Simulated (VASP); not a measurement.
The system is NiO.

```
Ni O
1.0
     0.00000    2.26822    2.26822
     2.26822    0.00000    2.26822
     2.26822    2.26822    0.00000
Ni O
1 1
Cartesian
  0.0000 0.0000 0.0000
  1.1341 1.1341 1.1341
```

Base run:

| Property | Result |
| --- | --- |
| Program | VASP 6.6.1 |
| Functional | PBE |
| Potentials or basis | VASP PAW PBE potentials, release 64 (Ni, O) |
| Cutoff | 520 eV |
| k mesh | 10 × 10 × 10 |
| Occupations | fermi-dirac, width 0.05 eV |
| Spin | collinear spin, ferromagnetic start |
| Starting moments | [1.0, 0.0] μB |

Its results: pressure -4.6 GPa; net moment 1.95 μB per cell; site moments Ni +1.52; O +0.37 μB.

The run is repeated on the same cell with these changes: potentials or basis from VASP PAW PBE potentials, release 64 (Ni, O) to VASP PAW PBE potentials, release 64 (Ni_sv_GW, O); cutoff from 520 eV to 600 eV; further incar settings from ALGO = Normal; EDIFF = 1e-06; NBANDS = 19 to ALGO = Normal; EDIFF = 1e-06; NBANDS = 23; valence electrons from 16 to 24. What comes out?

Pressure -6.8 GPa; net moment 1.97 μB per cell; site moments Ni +1.55; O +0.37 μB.

Caveats: a cell with one magnetic atom can't hold antiferromagnetic order, which such compounds often take.
